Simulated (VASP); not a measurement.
Wanted: the native input for a VASP 6.6.1 run.

```yaml
Task: single point
Functional: PBEsol
Potentials_or_basis: VASP PAW PBE potentials, release 64 (Al, Ni)
Cutoff: 520 eV
k_mesh: 16 × 16 × 16
Occupations: gaussian, width 0.15 eV
Spin: no spin polarisation
Dipole_correction: no
Further_INCAR_settings: ALGO = Fast; EDIFF = 1e-06; NBANDS = 14
```

The structure of AlNi lies in POSCAR:

```
AlNi
1.0
    2.9962400000      0.0000000000      0.0000000000
    0.0000000000      2.9962400000      0.0000000000
    0.0000000000      0.0000000000      3.1114800000
Al Ni
1 1
Direct
    0.0000000000      0.0000000000      0.0000000000
    0.5000000000      0.5000000000      0.5000000000
```

This cell differs from its parent crystal: strain +0.040 along x and y, +0.080 along z.

These files were run (other wordings do the same):

INCAR

```
SYSTEM = AlNi
  PREC = Accurate
  ENCUT = 520
  EDIFF = 1E-6
  ISMEAR = 0
  SIGMA = 0.15
  LREAL = .False.
  LASPH = .True.
  NELM = 100
  ALGO = Fast
  ISIF = 2
  LWAVE = .False.
  LCHARG = .True.
  GGA = PS
  LELF = .True.
  LVHAR = .True.
  NBANDS = 14
```

KPOINTS

```
Automatic mesh
0
Gamma
  16 16 16
  0 0 0
```

Potentials or basis: VASP PAW PBE potentials, release 64 (Al, Ni).

The run is started by

```console
$ cat potpaw_PBE.64/Al/POTCAR potpaw_PBE.64/Ni/POTCAR > POTCAR
$ mpirun -np 1 vasp_std > vasp.out
```

Results of the run:

The pressure is -20.4 GPa and the band gap on the k mesh is zero (an odd number of electrons rules out a gap without spin polarisation).

Caveat: the cell differs from its parent crystal (strain +0.040 along x and y, +0.080 along z); the cell stands under tension; the PAW data sets were made with another functional, which shifts forces and pressure a little.

Wall time 120 s on 1 thread of Intel Xeon 8259CL (shared host), peak memory 0.27 GiB.
